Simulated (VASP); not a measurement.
Set up this calculation in VASP 6.6.1, as the native input.

```yaml
Task: single point
Functional: PBE
Potentials_or_basis: VASP PAW PBE potentials, release 64 (Co, O)
Cutoff: 520 eV
k_mesh: 12 × 12 × 5
Occupations: gaussian, width 0.1 eV
Spin: collinear spin, ferromagnetic start
Starting_moments: "[2.74, 2.74, 2.74, 2.74, 0.35, 0.35, 0.35, 0.35] μB"
Dipole_correction: no
Further_INCAR_settings: ALGO = Normal; EDIFF = 1e-07; NBANDS = 44
```

The structure of CoO lies in POSCAR:

```
CoO
1.0
    2.8702965198      0.0000000000      0.0000000000
   -1.4351482599      2.4857497025      0.0000000000
    0.0000000000      0.0000000000     10.6770432559
Co O
4 4
Direct
    0.0000000000      0.0000000000      0.0000000000
    0.3333333333      0.6666666667      0.2500000000
    0.0000000000      0.0000000000      0.5000000000
    0.6666666667      0.3333333333      0.7500000000
    0.6666666667      0.3333333333      0.1243227396
    0.6666666667      0.3333333333      0.3756772604
    0.3333333333      0.6666666667      0.6243227396
    0.3333333333      0.6666666667      0.8756772604
```

The input as run:

INCAR

```
SYSTEM = CoO
ALGO = Normal
EDIFF = 1E-7
ENCUT = 520
GGA = PE
ISIF = 2
ISMEAR = 0
ISPIN = 2
LASPH = .TRUE.
LCHARG = .FALSE.
LMAXMIX = 4
LORBIT = 11
LREAL = .FALSE.
LWAVE = .FALSE.
MAGMOM = 2.74 2.74 2.74 2.74 0.35 0.35 0.35 0.35
NBANDS = 44
NELM = 150
PREC = Accurate
SIGMA = 0.1
```

KPOINTS

```
k-points
0
G
  12 12 5
  0 0 0
```

Potentials or basis: VASP PAW PBE potentials, release 64 (Co, O).

The run is started by

```console
$ cat potpaw_PBE.64/Co/POTCAR potpaw_PBE.64/O/POTCAR > POTCAR
$ mpirun -np 1 vasp_std > vasp.out
```

It gave:

The pressure is -0.4 GPa. The largest force is 0.005 eV/Å, the net moment is 11.95 μB per cell and the site moments are Co +2.58; O +0.35 μB. The valence electrons inside the program's atomic spheres are Co 7.82, 7.79 (each value once); O 4.98.

Run time: 8.9 min on 1 thread of Intel(R) Xeon(R) Platinum 8259CL CPU @ 2.50GHz (Skylake/Cascade Lake), on a shared host, peak memory 0.42 GiB.
